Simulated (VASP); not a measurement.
Here is a VASP 6.6.1 calculation.

INCAR

```
PREC = Accurate
ENCUT = 500
EDIFF = 1E-6
ISMEAR = 0
SIGMA = 0.1
LREAL = F
LASPH = T
NELM = 200
ALGO = Normal
ISIF = 2
LWAVE = F
LCHARG = F
GGA = PE
NBANDS = 25
GGA_COMPAT = F
LMAXMIX = 6
```

File KPOINTS:

```
Automatic mesh
0
Gamma
  12 12 10
```

The input POSCAR:

```
Dy3Br
1.0
    5.3887005020      0.0000000000      0.0000000000
   -2.6943502510      4.6667515281      0.0000000000
    0.0000000000      0.0000000000      5.2508908330
Dy Br
3 1
Direct
    0.3333333333      0.6666666667      0.0000000000
    0.6666666667      0.3333333333      0.0000000000
    0.0000000000      0.0000000000      0.5000000000
    0.0000000000      0.0000000000      0.0000000000
```

Potentials or basis: VASP PAW PBE potentials, release 64 (Dy_3, Br), 4f in core.

The run is started by

```sh
$ cat potpaw_PBE.64/Dy_3/POTCAR potpaw_PBE.64/Br/POTCAR > POTCAR
$ mpirun -np 1 vasp_std > vasp.out
```

Task: Predict the pressure.

Result: 0.2 GPa.

Task: Predict the band gap on the k mesh.

Result: Zero (bands 17 and 18 overlap by 0.73 eV).

Stress tensor (GPa, compression positive):
```
0.14 0.00 0.00
0.00 0.14 0.00
0.00 0.00 0.28
```

Caveat: spin-orbit coupling is left out, which moves the levels of the heavy elements; the 4f electrons are frozen in the core, so they carry no moment and show no levels; the run has no spin polarisation, though such a crystal can be magnetic. Spin polarisation is off, so any magnetic state and its effect on volume and gap are missing.
